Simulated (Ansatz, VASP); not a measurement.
# Two plane-wave programs on AsSe2

Contents of INCAR:

```
PREC = Accurate
ENCUT = 600
EDIFF = 1E-6
ISMEAR = 0
SIGMA = 0.1
LREAL = F
LASPH = T
NELM = 80
ALGO = Normal
ISIF = 3
LWAVE = F
LCHARG = F
GGA = PE
IBRION = 2
NSW = 90
EDIFFG = -0.04
```

KPOINTS

```
Automatic mesh
0
Gamma
  6 6 6
```

File POSCAR:

```
AsSe2
1.0
    1.9330246030      1.1160322749      5.8382287936
   -1.9330246030      1.1160322749      5.8382287936
    0.0000000000     -2.2320645498      5.8382287936
As Se
1 2
Direct
    0.0000000000      0.0000000000      0.0000000000
    0.7500000000      0.7500000000      0.7500000000
    0.2500000000      0.2500000000      0.2500000000
```

Input for Ansatz:

```yaml
crystal:
  lattice:
    - [1.933024603, 1.1160322749, 5.8382287936]
    - [-1.933024603, 1.1160322749, 5.8382287936]
    - [0.0, -2.2320645498, 5.8382287936]
  atoms:
    - { symbol: As, position: [0.0, 0.0, 0.0] }
    - { symbol: Se, position: [0.75, 0.75, 0.75] }
    - { symbol: Se, position: [0.25, 0.25, 0.25] }
basis:
  ecutwfc: 420
kpoints:
  mp_grid: { grid: [6, 6, 6] }
hamiltonian:
  xc: pbe
scf:
  occupations: { method: gaussian, width: 0.1 }
  lower_state_search: "off"
output:
  forces: true
  stress: true
  eigenvalues: true
relax:
  adjacent_minimum: "off"
  f_tol: 0.04
  max_steps: 70
  cell: { stress_tol: 0.4 }
```

Alike in both runs: task relaxation of cell and atoms; functional PBE; k mesh 6 × 6 × 6; occupations gaussian, width 0.1 eV; no spin polarisation.

|  | VASP | Ansatz |
| --- | --- | --- |
| version | VASP 6.6.1 | Ansatz 0.2.0 |
| potentials or method | VASP PAW PBE potentials, release 64 (As, Se), cutoff 600 eV | scalar-relativistic, plane waves, PAW |
| valence electrons in the cell | 17 | 47 |

VASP gave:

- gap on the k mesh at the Fermi level, each at its own relaxed structure (eV): none
- relaxed volume (Å³/atom): 24.46
- relaxed cell length with the largest relative difference (Å): 6.719

Task: Which values does Ansatz return?

Result: gap on the k mesh at the Fermi level, each at its own relaxed structure (eV): none; relaxed volume (Å³/atom): 24.64; relaxed cell length with the largest relative difference (Å): 6.750.

A gap of «none» marks a metal or a gap that the smearing closes. VASP's potentials hold 17 valence electrons a cell and Ansatz's 47, so a difference there can come from the potentials and not from the codes.
